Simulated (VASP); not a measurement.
Here is a VASP 6.6.1 calculation.

File INCAR:

```
PREC = Accurate ; ENCUT = 520
EDIFF = 1E-6 ; ISMEAR = 0
SIGMA = 0.05 ; LREAL = False
LASPH = True ; NELM = 150
ALGO = Normal ; ISIF = 2
LWAVE = False ; LCHARG = False
ISPIN = 2 ; MAGMOM = 2.8 -2.8 0 0
LORBIT = 11 ; LMAXMIX = 4
LDAU = True ; LDAUTYPE = 2
LDAUL = 2 -1 ; LDAUU = 3.3 0
LDAUJ = 0 0 ; LDAUPRINT = 1
GGA = PE ; NBANDS = 27
```

File KPOINTS:

```
Automatic mesh
0
Gamma
  10 10 10
```

POSCAR

```
CoO
1.0
   -2.1310873345     -2.1310873345      4.2920764659
   -4.2920764659     -2.1310873345      2.1310873345
   -2.1310873345     -4.2920764659      2.1310873345
Co O
2 2
Direct
    0.0000000000      0.0000000000      0.0000000000
    0.5000000000      0.5000000000      0.5000000000
    1.2499999996     -0.7500000004     -0.7500000004
    1.7500000004     -0.2499999996     -0.2499999996
```

Potentials or basis: VASP PAW PBE potentials, release 64 (Co, O).

Command:

```sh
$ cat potpaw_PBE.64/Co/POTCAR potpaw_PBE.64/O/POTCAR > POTCAR
$ mpirun -np 1 vasp_std > vasp.out
```

(1) Predict the band gap on the k mesh.

(2) Predict the pressure.

(3) Predict the site moments.

## Answers

(1) zero (filled and empty bands overlap).

(2) -6.7 GPa.

(3) Co +2.66, -2.66; O +0.00 μB.
